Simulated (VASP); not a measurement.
Write the native input for VASP 6.6.1 that does the following.

- Task: single point
- Functional: PBE
- Potentials or basis: VASP PAW PBE potentials, release 64 (Sb)
- Cutoff: 520 eV
- k mesh: 10 × 10 × 10
- Occupations: gaussian, width 0.05 eV
- Spin: no spin polarisation
- Dipole correction: no
- Further INCAR settings: ALGO = Normal; EDIFF = 1e-07; NBANDS = 8

The structure of Sb lies in POSCAR:

```
Sb
1.0
    3.1600000000      0.0000000000      0.0000000000
    0.0000000000      3.1600000000      0.0000000000
    0.0000000000      0.0000000000      3.1600000000
Sb
1
Direct
    0.0000000000      0.0000000000      0.0000000000
```

One way to write it, as run:

INCAR

```
PREC     = Accurate       # precision mode
ENCUT    = 520            # plane-wave cutoff, eV
EDIFF    = 1E-7           # SCF threshold, eV
ISMEAR   = 0              # smearing method
SIGMA    = 0.05           # smearing width, eV
LREAL    = False          # projectors in reciprocal space
LASPH    = True           # aspherical terms in the spheres
NELM     = 60             # most SCF steps
ALGO     = Normal         # electronic algorithm
ISIF     = 2              # what is computed and relaxed
LWAVE    = False          # write WAVECAR
LCHARG   = False          # write CHGCAR
GGA      = PE             # functional
NBANDS   = 8              # bands
```

KPOINTS

```
regular mesh
0
Gamma
  10 10 10
```

Potentials or basis: VASP PAW PBE potentials, release 64 (Sb).

Run with:

```console
$ cat potpaw_PBE.64/Sb/POTCAR > POTCAR
$ mpirun -np 1 vasp_std > vasp.out
```

It gave:

* Pressure: -2.7 GPa

It took 14 s on 1 thread of Intel Xeon 8259CL, with other jobs on the host, peak memory 0.14 GiB.
